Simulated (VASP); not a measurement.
Set up this calculation in VASP 6.6.1, as the native input.

| Quantity | Value |
| --- | --- |
| Task | single point |
| Functional | LDA |
| Potentials or basis | VASP PAW LDA potentials, release 64 (Ta_sv_GW, Ru_sv) |
| Cutoff | 600 eV |
| k mesh | 14 × 14 × 12 |
| Occupations | fermi-dirac, width 0.15 eV |
| Spin | no spin polarisation |
| Dipole correction | no |
| Second run | valence_matched |
| Further INCAR settings | ALGO = Normal; EDIFF = 1e-06; NBANDS = 22 |

The structure of TaRu lies in POSCAR:

```
TaRu
1.0
    2.9862334938      0.0000000000      0.0000000000
    0.0000000000      2.9862334938      0.0000000000
    0.0000000000      0.0000000000      3.3381788451
Ta Ru
1 1
Direct
    0.5000000000      0.5000000000      0.5000000000
    0.0000000000      0.0000000000      0.0000000000
```

This cell differs from its parent crystal: volume scaled by 0.98, then relaxed in part.

One way to write it, as run:

INCAR

```
SYSTEM = TaRu
PREC = Accurate
ENCUT = 600
EDIFF = 1E-6
ISMEAR = -1
SIGMA = 0.15
LREAL = .FALSE.
LASPH = .TRUE.
NELM = 120
ALGO = Normal
ISIF = 2
LWAVE = .FALSE.
LCHARG = .FALSE.
NBANDS = 22
GGA_COMPAT = .FALSE.
```

KPOINTS

```
Automatic mesh
0
G
  14 14 12
  0 0 0
```

Potentials or basis: VASP PAW LDA potentials, release 64 (Ta_sv_GW, Ru_sv).

Launch:

```sh
$ cat potpaw_LDA.64/Ta_sv_GW/POTCAR potpaw_LDA.64/Ru_sv/POTCAR > POTCAR
$ mpirun -np 1 vasp_std > vasp.out
```

Results of the run:

The pressure is 6.6 GPa.

Wall time 49 s on 1 thread of Intel(R) Xeon(R) 6975P-C (Granite Rapids), on a shared host, peak memory 0.31 GiB.
